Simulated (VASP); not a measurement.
## Be: single point with BLYP

Be:

```
Be
1.0
     4.01869    0.00000    0.00000
     0.00000    4.01869    0.00000
     0.00000    0.00000    4.01869
Be
8
Cartesian
  0.0000 0.0000 0.0000
  2.0093 2.0093 2.0093
  1.0047 0.0000 2.0093
  3.0140 0.0000 2.0093
  2.0093 1.0047 0.0000
  2.0093 3.0140 0.0000
  0.0000 2.0093 1.0047
  0.0000 2.0093 3.0140
```

```yaml
Program: VASP 6.6.1
Task: single point
Functional: BLYP
Potentials_or_basis: VASP PAW PBE potentials, release 64 (Be)
Cutoff: 520 eV
k_mesh: 8 × 8 × 8
Occupations: fermi-dirac, width 0.1 eV
Spin: no spin polarisation
Dipole_correction: no
Further_INCAR_settings: ALGO = Normal; EDIFF = 1e-07; NBANDS = 18
```

* Pressure: -0.2 GPa
* Band gap on the k mesh: zero (band 8 reaches 9.01 eV, above the bottom of band 9 at 6.73 eV)

Levels at points of the mesh, in eV from the Fermi level:
| k point | band 5 | band 6 | band 7 | band 8 | band 9 | band 10 | band 11 | band 12 |
| --- | --- | --- | --- | --- | --- | --- | --- | --- |
| (0.00, 0.00, 0.00) | -3.59 | -3.58 | -3.18 | 2.02 | 2.02 | 2.02 | 3.50 | 3.50 |
| (0.50, 0.00, 0.00) | -3.17 | -3.17 | -1.82 | -1.82 | 0.00 | 0.00 | 4.69 | 4.69 |
| (0.50, 0.50, 0.00) | -2.82 | -1.63 | -1.63 | -0.81 | 0.13 | 1.47 | 1.47 | 4.02 |
| (0.50, 0.50, 0.50) | -5.74 | -5.74 | -5.59 | -5.59 | 8.28 | 8.28 | 8.28 | 8.28 |

It took 57 s on 1 thread of Intel(R) Xeon(R) Platinum 8375C CPU @ 2.90GHz (Ice Lake), with other jobs on the host, peak memory 0.17 GiB.

Caveat: the PAW data sets were made with another functional, which shifts forces and pressure a little.
